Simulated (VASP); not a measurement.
Sn, 2 atoms in the cell. It takes space group Fd-3m (No. 227, cubic). The conventional cell has a = 6.467 Å, b = 6.467 Å, c = 6.467 Å, α = 90.00°, β = 90.00°, γ = 90.00°. Sn (site symmetry -43m) has 4 Sn at 2.80 Å within 3.7 Å. 

- Program: VASP 6.6.1
- Task: relaxation of cell and atoms
- Functional: PBEsol
- Potentials or basis: VASP PAW PBE potentials, release 64 (Sn_d)
- Cutoff: 600 eV
- k mesh: 7 × 7 × 7
- Occupations: fermi-dirac, width 0.05 eV
- Spin: no spin polarisation
- Target pressure: 5 GPa
- Dipole correction: no
- Further INCAR settings: ALGO = Normal; EDIFF = 1e-07; IBRION = 2; EDIFFG = -0.01; NSW = 80; ISIF = 3

Potentials or basis: VASP PAW PBE potentials, release 64 (Sn_d).

Launch:

```console
$ cat potpaw_PBE.64/Sn_d/POTCAR > POTCAR
$ mpirun -np 1 vasp_std > vasp.out
```

Hardware: 1 thread of Intel Xeon 6975P-C, with other jobs on the host.

**Question.** Estimate the wall time of this run.

**Answer.** Wall time 2 min on 1 thread of Intel Xeon 6975P-C (shared host), peak memory 0.24 GiB. Counts: scf iterations 33, k points 20, ion steps 3.
